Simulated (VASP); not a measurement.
A run of VASP 6.6.1:

Contents of INCAR:

```
  PREC = Accurate
  ENCUT = 520
  EDIFF = 1E-6
  ISMEAR = 0
  SIGMA = 0.01
  LREAL = False
  LASPH = True
  NELM = 80
  ALGO = Normal
  ISIF = 2
  LWAVE = False
  LCHARG = False
  NBANDS = 28
```

KPOINTS

```
Automatic mesh
0
Gamma
  4 4 4
```

POSCAR

```
Cs2NaAlH6
1.0
    0.0000000000      4.3129590000      4.3129590000
    4.3129590000      0.0000000000      4.3129590000
    4.3129590000      4.3129590000      0.0000000000
Cs Na Al H
2 1 1 6
Direct
    0.2500000000      0.2500000000      0.2500000000
    0.7500000000      0.7500000000      0.7500000000
    0.5000000000      0.5000000000      0.5000000000
    0.0000000000      0.0000000000      0.0000000000
    0.2087550000      0.7912450000      0.7912450000
    0.2087550000      0.7912450000      0.2087550000
    0.7912450000      0.2087550000      0.7912450000
    0.7912450000      0.7912450000      0.2087550000
    0.2087550000      0.2087550000      0.7912450000
    0.7912450000      0.2087550000      0.2087550000
```

Potentials or basis: VASP PAW LDA potentials, release 64 (Cs_sv, Na_pv, Al, H).

The run is started by

```bash
$ cat potpaw_LDA.64/Cs_sv/POTCAR potpaw_LDA.64/Na_pv/POTCAR potpaw_LDA.64/Al/POTCAR potpaw_LDA.64/H/POTCAR > POTCAR
$ mpirun -np 1 vasp_std > vasp.out
```

Hardware: 1 thread of Intel Xeon 8259CL, on a shared host.

Q: Estimate the wall time of this run.

A: Wall time 63 s on 1 thread of Intel Xeon 8259CL, with other jobs on the host, peak memory 0.28 GiB. Counts: scf iterations 14, k points 8.
